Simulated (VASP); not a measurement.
# WSe2 in VASP: single point with PBE+D3(BJ)

Aim: the single point of WSe2 with PBE+D3(BJ).

Everything below comes from runs of VASP 6.6.1. Logs are shortened: lines on timing, memory, paths and dates and some standing lists are left out, and cuts for length are marked.

### Step 1. The cell of the first run

The cell holds a slab with vacuum, 6 atoms: a = 3.285 Å, b = 3.285 Å, c = 24.239 Å, α = 90.00°, β = 90.00°, γ = 120.00°.

### Step 2. Single point, PBE+D3(BJ) (layers slid over each other)

File INCAR:

```
SYSTEM = WSe2
PREC     = Accurate       ! precision mode
ENCUT    = 520            ! plane-wave cutoff, eV
EDIFF    = 1E-6           ! SCF threshold, eV
ISMEAR   = 0              ! smearing method
SIGMA    = 0.05           ! smearing width, eV
LREAL    = .FALSE.        ! projectors in reciprocal space
LASPH    = .TRUE.         ! aspherical terms in the spheres
NELM     = 80             ! most SCF steps
ALGO     = Normal         ! electronic algorithm
ISIF     = 2              ! what is computed and relaxed
LWAVE    = .FALSE.        ! write WAVECAR
LCHARG   = .FALSE.        ! write CHGCAR
LDIPOL   = .TRUE.       
IDIPOL   = 3            
DIPOL    = 0.5 0.5 0.401
GGA      = PE             ! functional
IVDW     = 12             ! dispersion correction
NBANDS   = 35             ! bands
```

File KPOINTS:

```
Automatic mesh
0
G
  9 9 1
  0 0 0
```

File POSCAR:

```
WSe2
1.0
    3.2854929596      0.0000000000      0.0000000000
   -1.6427464798      2.8453203669      0.0000000000
    0.0000000000      0.0000000000     24.2386467078
Se W
4 2
Direct
    0.3333333333      0.6666666667      0.1856539292
    0.3333333333      0.6666666667      0.3246601780
    0.5000000000      1.3333333333      0.4777215285
    0.5000000000      1.3333333333      0.6167277773
    0.6666666667      0.3333333333      0.2551570536
    0.8333333333      1.0000000000      0.5472246529
```

Potentials or basis: VASP PAW PBE potentials, release 64 (Se, W_sv).

Launch:

```console
$ cat potpaw_PBE.64/Se/POTCAR potpaw_PBE.64/W_sv/POTCAR > POTCAR
$ mpirun -np 1 vasp_std > vasp.out
```

OUTCAR:

```text
SYSTEM = WSe2
   PREC = Accurate
   ENCUT = 520
   EDIFF = 1E-6
   ISMEAR = 0
   LREAL = .FALSE.
   LASPH = .TRUE.
   NELM = 80
   ISIF = 2
   GGA = PE
   IVDW = 12
 IVDW          = 12

 ion  position               nearest neighbor table
   1  0.333  0.667  0.186-   5 2.54   5 2.54   5 2.54
   2  0.333  0.667  0.325-   5 2.54   5 2.54   5 2.54
   3  0.500  0.333  0.478-   6 2.54   6 2.54   6 2.54
   4  0.500  0.333  0.617-   6 2.54   6 2.54   6 2.54
   5  0.667  0.333  0.255-   1 2.54   2 2.54   1 2.54   2 2.54   1 2.54   2 2.54
   6  0.833  0.000  0.547-   3 2.54   4 2.54   3 2.54   4 2.54   3 2.54   4 2.54

  LATTYP: Found a hexagonal cell.
 ALAT       =     3.2854929596
 C/A-ratio  =     7.3774763805

  Lattice vectors:

 A1 = (   3.2854929596,   0.0000000000,   0.0000000000)
 A2 = (  -1.6427464798,   2.8453203669,   0.0000000000)
 A3 = (   0.0000000000,   0.0000000000,  24.2386467078)

Analysis of symmetry for initial positions (statically):
=====================================================================
 Subroutine PRICEL returns:
 Original cell was already a primitive cell.

 Routine SETGRP: Setting up the symmetry group for a
 hexagonal supercell.

 Subroutine GETGRP returns: Found  1 space group operations
 (whereof  1 operations were pure point group operations)
 out of a pool of 24 trial point group operations.

The static configuration has the point symmetry C_1 .

Analysis of symmetry for dynamics (positions and initial velocities):
=====================================================================
 Subroutine PRICEL returns:
 Original cell was already a primitive cell.

 Routine SETGRP: Setting up the symmetry group for a
 hexagonal supercell.

 Subroutine GETGRP returns: Found  1 space group operations
 (whereof  1 operations were pure point group operations)
 out of a pool of 24 trial point group operations.

The dynamic configuration has the point symmetry C_1 .

 Subroutine INISYM returns: Found  1 space group operations
 (whereof  1 operations are pure point group operations),
 and found     1 'primitive' translations

----------------------------------------------------------------------------------------

                                     Primitive cell

  volume of cell :     226.5897

  direct lattice vectors                    reciprocal lattice vectors
     3.285492960  0.000000000  0.000000000     0.304368328  0.175727136  0.000000000
    -1.642746480  2.845320367  0.000000000     0.000000000  0.351454273  0.000000000
     0.000000000  0.000000000 24.238646708     0.000000000  0.000000000  0.041256429

  length of vectors
     3.285492960  3.285492960 24.238646708     0.351454273  0.351454273  0.041256429

  position of ions in fractional coordinates (direct lattice)
     0.333333333  0.666666667  0.185653929
     0.333333333  0.666666667  0.324660178
     0.500000000  0.333333333  0.477721528
     0.500000000  0.333333333  0.616727777
     0.666666667  0.333333333  0.255157054
     0.833333333  0.000000000  0.547224653

  ion indices of the primitive-cell ions
   primitive index   ion index
                 1           1
                 2           2
                 3           3
                 4           4
                 5           5
                 6           6

----------------------------------------------------------------------------------------

 KPOINTS: Automatic mesh

Automatic generation of k-mesh.
 Grid dimensions read from file:
 generate k-points for:    9    9    1

 Generating k-lattice:

  Cartesian coordinates                     Fractional coordinates (reciprocal lattice)
     0.033818703  0.019525237  0.000000000     0.111111111 -0.000000000  0.000000000
     0.000000000  0.039050475  0.000000000     0.000000000  0.111111111  0.000000000
     0.000000000  0.000000000  0.041256429     0.000000000  0.000000000  1.000000000

  Length of vectors
     0.039050475  0.039050475  0.041256429

  Shift w.r.t. Gamma in fractional coordinates (k-lattice)
     0.000000000  0.000000000  0.000000000

 Subroutine IBZKPT returns following result:
 ===========================================

 Found     41 irreducible k-points:

 Following reciprocal coordinates:
            Coordinates               Weight
  0.000000  0.000000  0.000000      1.000000
  0.111111 -0.000000  0.000000      2.000000
  0.000000  0.111111  0.000000      2.000000
 -0.111111  0.111111  0.000000      2.000000
  0.222222 -0.000000  0.000000      2.000000
  0.000000  0.222222  0.000000      2.000000
[... 16 lines left out ...]
  0.333333  0.111111  0.000000      2.000000
 -0.111111  0.444444  0.000000      2.000000
 [... further k-points ...]
   k-points           NKPTS =     41   k-points in BZ     NKDIM =     41   number of bands    NBANDS=     35
   number of dos      NEDOS =    301   number of ions     NIONS =      6
   total plane-waves  NPLWV = 103680
   dimension x,y,z NGX =    24 NGY =   24 NGZ =  180
   dimension x,y,z NGXF=    48 NGYF=   48 NGZF=  360
   ions per type =               4   2
   NGX,Y,Z   is equivalent  to a cutoff of  12.14, 12.14, 12.35 a.u.
   NGXF,Y,Z  is equivalent  to a cutoff of  24.29, 24.29, 24.69 a.u.
 SYSTEM =  WSe2
   PREC   = accura    normal or accurate (medium, high low for compatibility)
   ISTART =      0    job   : 0-new  1-cont  2-samecut
   ICHARG =      2    charge: 1-file 2-atom 10-const
   ISPIN  =      1    spin polarized calculation?
   LNONCOLLINEAR =      F non collinear calculations
   LSORBIT =      F    spin-orbit coupling
   LASPH  =      T    aspherical Exc in radial PAW
   ENCUT  =  520.0 eV  38.22 Ry    6.18 a.u.   6.11  6.11 45.07*2*pi/ulx,y,z
   NELM   =     80;   NELMIN=  2; NELMDL= -5     # of ELM steps
   EDIFF  = 0.1E-05   stopping-criterion for ELM
   LREAL  =      F    real-space projection
   EDIFFG = 0.1E-04   stopping-criterion for IOM
   NSW    =      0    number of steps for IOM
   IBRION =     -1    ionic relax: 0-MD 1-quasi-New 2-CG
   NFREE  =      0    steps in history (QN), initial steepest desc. (CG)
   ISIF   =      2    stress and relaxation
   ISYM   =      2    0-nonsym 1-usesym 2-fastsym
   POTIM  = 0.5000    time-step for ionic-motion
   TEBEG  =    0.0;   TEEND  =   0.0 temperature during run
   PSTRESS=    0.0 pullay stress
   NELECT =      52.0000    total number of electrons
   NUPDOWN=      -1.0000    fix difference up-down
   EMIN   =  10.00;   EMAX   =-10.00  energy-range for DOS
   EFERMI =   0.00;   METHOD = LEGACY
   ISMEAR =     0;   SIGMA  =   0.05  broadening in eV -4-tet -1-fermi 0-gaus
   EFERMI_NEDOS =   21; number of points for ismear=-14 and -15
   IALGO  =     38    algorithm
   IMIX   =      4    mixing-type and parameters
     AMIX     =   0.40;   BMIX     =  1.00
     AMIX_MAG =   1.60;   BMIX_MAG =  1.00
  volume/ion in A,a.u.               =      37.76       254.85
  Fermi-wavevector in a.u.,A,eV,Ry     =   1.002296  1.894064 13.668371  1.004597
  Thomas-Fermi vector in A             =   2.134774
   LORBIT       =      0    0 simple, 1 ext, 2 COOP (PROOUT), +10 PAW based schemes
   GGA     = PE    functional components
   LHFCALC =     F    Hartree Fock is set to
   AEXX    =    0.0000 exact exchange contribution
   IVDW    =    12    specifies the selected vdW correction
   LEPSILON=     F    determine dielectric tensor
   LRPA    =     F    only Hartree local field effects (RPA)
 non-spin polarized calculation
 Gauss-broadening in eV      SIGMA  =   0.05
  energy-cutoff  :      520.00
  volume of cell :      226.59
 maximum number of plane-waves:      6144
   NGX = 13   NGY = 13   NGZ = 91

 dipolmoment           0.000000      0.000000     -0.000001 electrons x Angstroem

 number of electron      51.9999987 magnetization

 dipolmoment           0.000000      0.000000      0.000543 electrons x Angstroem

 Free energy of the ion-electron system (eV)
  ---------------------------------------------------
  ext. energy  EPLUGINS =         0.00000000
  ---------------------------------------------------
  free energy    TOTEN  =       -43.21601316 eV

  energy without entropy =      -43.21601316  energy(sigma->0) =      -43.21601316

 E-fermi :   1.1893     XC(G=0):  -6.2887

 val. band max:        0.8660483724   @ k =   0.3333   0.3333   0.0000
 cond. band min:       2.4406595292   @ k =   0.2222   0.1111   0.0000
 fundamental gap:      1.5746111568
 Fermi energy:         1.1893316523

 k-point     1 :       0.0000    0.0000    0.0000
  band No.  band energies     occupation
      1     -73.1865      2.00000
      2     -73.1767      2.00000
      3     -37.4323      2.00000
      4     -37.4223      2.00000
      5     -37.2981      2.00000
      6     -37.2978      2.00000
[... 27 lines left out ...]
     34       4.0268      0.00000
     35       5.1740      0.00000

 k-point     2 :       0.1111   -0.0000    0.0000
  band No.  band energies     occupation
      1     -73.1853      2.00000
      2     -73.1755      2.00000
      3     -37.4270      2.00000
      4     -37.4170      2.00000
      5     -37.3256      2.00000
      6     -37.3160      2.00000
[... 27 lines left out ...]
     34       4.1691      0.00000
     35       5.5969      0.00000

 k-point     3 :       0.0000    0.1111    0.0000
  band No.  band energies     occupation
      1     -73.1853      2.00000
      2     -73.1755      2.00000
      3     -37.4270      2.00000
      4     -37.4170      2.00000
      5     -37.3257      2.00000
      6     -37.3161      2.00000
[... 27 lines left out ...]
     34       4.1591      0.00000
     35       5.5980      0.00000

 k-point     4 :      -0.1111    0.1111    0.0000
  band No.  band energies     occupation
      1     -73.1853      2.00000
      2     -73.1755      2.00000
      3     -37.4270      2.00000
      4     -37.4170      2.00000
      5     -37.3258      2.00000
      6     -37.3160      2.00000
[... 27 lines left out ...]
     34       4.1603      0.00000
     35       5.5986      0.00000

 k-point     5 :       0.2222   -0.0000    0.0000
  band No.  band energies     occupation
      1     -73.1822      2.00000
      2     -73.1724      2.00000
      3     -37.4137      2.00000
      4     -37.4037      2.00000
      5     -37.3953      2.00000
      6     -37.3857      2.00000
[... 638 lines left out ...]
 k-point    22 :       0.3333   -0.1111    0.0000
  band No.  band energies     occupation
      1     -73.1798      2.00000
      2     -73.1700      2.00000
      3     -37.4402      2.00000
      4     -37.4305      2.00000
      5     -37.4034      2.00000
      6     -37.3934      2.00000
[... 27 lines left out ...]
     34       5.1153      0.00000
     35       6.8935      0.00000

 k-point    23 :       0.3333    0.1111    0.0000
  band No.  band energies     occupation
      1     -73.1769      2.00000
      2     -73.1671      2.00000
      3     -37.4990      2.00000
      4     -37.4895      2.00000
      5     -37.3908      2.00000
      6     -37.3808      2.00000
[... 27 lines left out ...]
     34       5.2043      0.00000
     35       6.3954      0.00000

 k-point    24 :      -0.1111    0.4444    0.0000
  band No.  band energies     occupation
      1     -73.1769      2.00000
      2     -73.1671      2.00000
      3     -37.4992      2.00000
      4     -37.4895      2.00000
      5     -37.3908      2.00000
      6     -37.3808      2.00000
[... 27 lines left out ...]
     34       5.1817      0.00000
     35       6.4250      0.00000

 [... further k-points ...]

------------------------ aborting loop because EDIFF is reached ----------------------------------------

 vacuum level on the upper side and lower side of the slab       (xc-potential included)        -0.149        -0.160

 Edisp (eV)   -2.28597

 E8    (eV) :    -1.0511

  FORCE on cell =-STRESS in cart. coord.  units (eV):
  Direction    XX          YY          ZZ          XY          YZ          ZX
  --------------------------------------------------------------------------------------
  -------------------------------------------------------------------------------------
  Total       0.00234     0.01039    -0.37996    -0.02364    -0.03360     0.05736
  in kB       0.01653     0.07346    -2.68660    -0.16714    -0.23756     0.40555
  external pressure =       -0.87 kB  Pullay stress =        0.00 kB

 VOLUME and BASIS-vectors are now :
 -----------------------------------------------------------------------------
  energy-cutoff  :      520.00
  volume of cell :      226.59
      direct lattice vectors                 reciprocal lattice vectors
     3.285492960  0.000000000  0.000000000     0.304368328  0.175727136  0.000000000
    -1.642746480  2.845320367  0.000000000     0.000000000  0.351454273  0.000000000
     0.000000000  0.000000000 24.238646708     0.000000000  0.000000000  0.041256429

 POSITION                                       TOTAL-FORCE (eV/Angst)
 -----------------------------------------------------------------------------------
     -0.00000      1.89688      4.50000         0.000836      0.000017     -0.038572
     -0.00000      1.89688      7.86932        -0.011280      0.005838      0.132203
      1.09516      0.94844     11.57932         0.009168     -0.006303     -0.129688
      1.09516      0.94844     14.94865         0.000511      0.000227      0.039911
      1.64275      0.94844      6.18466        -0.002584      0.001800      0.033749
      2.73791      0.00000     13.26399         0.003348     -0.001579     -0.037603
 -----------------------------------------------------------------------------------
    total drift:                                0.000185      0.000031     -0.000273

  FREE ENERGIE OF THE ION-ELECTRON SYSTEM (eV)
  ---------------------------------------------------
  free  energy   TOTEN  =       -45.5019815498 eV

  energy  without entropy=      -45.5019815498  energy(sigma->0) =      -45.50198155

 vacuum level on the upper side and lower side of the slab         5.816         5.806
```

Wall time 3.7 min (1 thread of Intel Xeon 6975P-C (Granite Rapids), shared host); peak memory 0.47 GiB.

Results:

```
Free energy                : -45.5020 eV
Largest force              : 0.133 eV/Å
Band gap on the k mesh     : 1.57 eV (least direct gap 1.66 eV)
Dispersion energy per atom : -0.381 eV
```

Forces in eV/Å, atoms in the order of the input:
```
Se   0.001  0.000 -0.039
Se  -0.011  0.006  0.132
Se   0.009 -0.006 -0.130
Se   0.001  0.000  0.040
W   -0.003  0.002  0.034
W    0.003 -0.002 -0.038
```

Caveat: the cell differs from its parent crystal (layers slid over each other); spin-orbit coupling is left out, which moves the levels of the heavy elements.
